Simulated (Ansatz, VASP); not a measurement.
# Bi3O in VASP and in Ansatz

```
CELL_PARAMETERS angstrom
4.96427 0.00000 0.00000
0.00000 4.96427 0.00000
0.00000 0.00000 4.96427
ATOMIC_POSITIONS crystal
Bi 0.00000 0.50000 0.50000
Bi 0.50000 0.00000 0.50000
Bi 0.50000 0.50000 0.00000
O 0.50000 0.50000 0.50000
```

Alike in both runs: functional PBE; k mesh 10 × 10 × 10; occupations gaussian, width 0.1 eV; no spin polarisation.

Ansatz relaxed the structure, and its values are those at the end. VASP's run is a single point on that final structure, the one shown.

```csv
,VASP,Ansatz
version,VASP 6.6.1,Ansatz 0.2.0
potentials or method,"VASP PAW PBE potentials, release 64 (Bi_d, O), cutoff 520 eV","scalar-relativistic, plane waves, PAW"
valence electrons in the cell,51,51
```

|  | VASP | Ansatz | Ansatz less VASP |
| --- | --- | --- | --- |
| gap on the k mesh at the Fermi level (eV) | none | none | - |
| pressure (GPa) | 0.0 | 0.0 | +0.03 |

A gap of «none» marks a metal or a gap that the smearing closes.

Spin-orbit coupling is off throughout.
